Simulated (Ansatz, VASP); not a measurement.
One calculation of BN, two programs

Contents of INCAR:

```
ALGO     = Normal         # electronic algorithm
EDIFF    = 1E-6           # SCF threshold, eV
ENCUT    = 520            # plane-wave cutoff, eV
ISIF     = 2              # what is computed and relaxed
ISMEAR   = 0              # smearing method
LASPH    = True           # aspherical terms in the spheres
LCHARG   = True           # write CHGCAR
LELF     = True           # ELF
LREAL    = False          # projectors in reciprocal space
LVHAR    = True         
LWAVE    = False          # write WAVECAR
NBANDS   = 16             # bands
NELM     = 60             # most SCF steps
PREC     = Accurate       # precision mode
SIGMA    = 0.05           # smearing width, eV
```

KPOINTS

```
k-points
0
Gamma
  12 12 4
```

Contents of POSCAR:

```
BN
1.0
    2.5262631340      0.0000000000      0.0000000000
   -1.2631315670      2.1878080507      0.0000000000
    0.0000000000      0.0000000000      6.7552276203
B N
2 2
Direct
    0.3333333333      0.6666666667      0.2500000000
    0.6666666667      0.3333333333      0.7500000000
    0.3333333333      0.6666666667      0.7500000000
    0.6666666667      0.3333333333      0.2500000000
```

Input for Ansatz:

```yaml
crystal:
  lattice:
    - [2.526263134, 0.0, 0.0]
    - [-1.263131567, 2.1878080507, 0.0]
    - [0.0, 0.0, 6.7552276203]
  atoms:
    - { symbol: B, position: [0.3333333333, 0.6666666667, 0.25] }
    - { symbol: B, position: [0.6666666667, 0.3333333333, 0.75] }
    - { symbol: "N", position: [0.3333333333, 0.6666666667, 0.75] }
    - { symbol: "N", position: [0.6666666667, 0.3333333333, 0.25] }
basis:
  ecutwfc: 520.0
kpoints:
  mp_grid: { grid: [12, 12, 4] }
hamiltonian:
  xc: lda
  pseudopotentials: { kind: paw, azcp: { folder: soft_1 } }
scf:
  occupations: { method: gaussian, width: 0.05 }
output:
  forces: true
  stress: true
  eigenvalues: true
```

Alike in both runs: task single point; functional LDA; k mesh 12 × 12 × 4; occupations gaussian, width 0.05 eV; no spin polarisation.

|  | VASP | Ansatz |
| --- | --- | --- |
| version | VASP 6.6.1 | Ansatz 0.2.0 |
| potentials or method | VASP PAW LDA potentials, release 64 (B, N), cutoff 520 eV | scalar-relativistic, plane waves, PAW |
| valence electrons in the cell | 16 | 16 |

VASP gave:

| Property | Result |
| --- | --- |
| gap on the k mesh at the Fermi level (eV) | 4.06 |
| least direct gap on the mesh (eV) | 4.44 |
| pressure (GPa) | -10.1 |
| traceless stress, the component that is largest in VASP (GPa) | 9.06 |

Problem. Which values does Ansatz return?

Solution. gap on the k mesh at the Fermi level (eV): 4.07; least direct gap on the mesh (eV): 4.44; pressure (GPa): -10.7; traceless stress, the component that is largest in VASP (GPa): 9.79.

Ansatz warns that its potentials were made for another functional, while VASP's fit it. LDA's correlation is that of Perdew and Zunger in VASP and of Perdew and Wang (1992) in Ansatz.
